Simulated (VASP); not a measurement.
Input of a VASP 6.6.1 run:

The input POSCAR:

```
Si
1.0
    0.0000000000      2.7221188956      2.8310036514
    2.7221188956      0.0000000000      2.8310036514
    2.7221188956      2.7221188956      0.0000000000
Si
2
Direct
    0.0000000000      0.0000000000      0.0000000000
    0.2500000000      0.2500000000      0.2500000000
```

INCAR.step1

```
SYSTEM = Si
  PREC = Accurate
  ENCUT = 520
  EDIFF = 1E-5
  ISMEAR = 0
  SIGMA = 0.01
  LREAL = .FALSE.
  LASPH = .TRUE.
  NELM = 60
  ALGO = Normal
  ISIF = 2
  LWAVE = .TRUE.
  LCHARG = .FALSE.
  NBANDS = 11
  GGA = PE
```

INCAR.step2

```
SYSTEM = Si
  PREC = Accurate
  ENCUT = 520
  EDIFF = 1E-6
  ISMEAR = 0
  SIGMA = 0.01
  LREAL = .FALSE.
  LASPH = .TRUE.
  NELM = 60
  ALGO = Normal
  ISIF = 2
  LWAVE = .FALSE.
  LCHARG = .FALSE.
  GGA = PE
  LHFCALC = .TRUE.
  HFSCREEN = 0.2079
  PRECFOCK = Normal
  NBANDS = 11
  ISTART = 1
```

KPOINTS

```
Automatic mesh
0
G
  6 6 6
  0 0 0
```

Potentials or basis: VASP PAW PBE potentials, release 64 (Si).

Run with:

```sh
$ cat potpaw_PBE.64/Si/POTCAR > POTCAR
$ cp INCAR.step1 INCAR
$ mpirun -np 1 vasp_std > vasp.out
$ cp INCAR.step2 INCAR
$ mpirun -np 1 vasp_std > vasp.out
```

Task: Predict the pressure.

Result: -4.1 GPa.

Task: What does it give for the band gap on the k mesh?

Result: 1.16 eV, indirect (least direct gap 3.07 eV).

Stress tensor (GPa, compression positive):
```
-2.59  0.00  0.00
 0.00 -2.59  0.00
 0.00  0.00 -7.02
```

Caveat: the cell differs from its parent crystal (uniaxial z strain +4.0%); the PAW data sets were made with another functional, which shifts forces and pressure a little. A k mesh can miss the band edges.
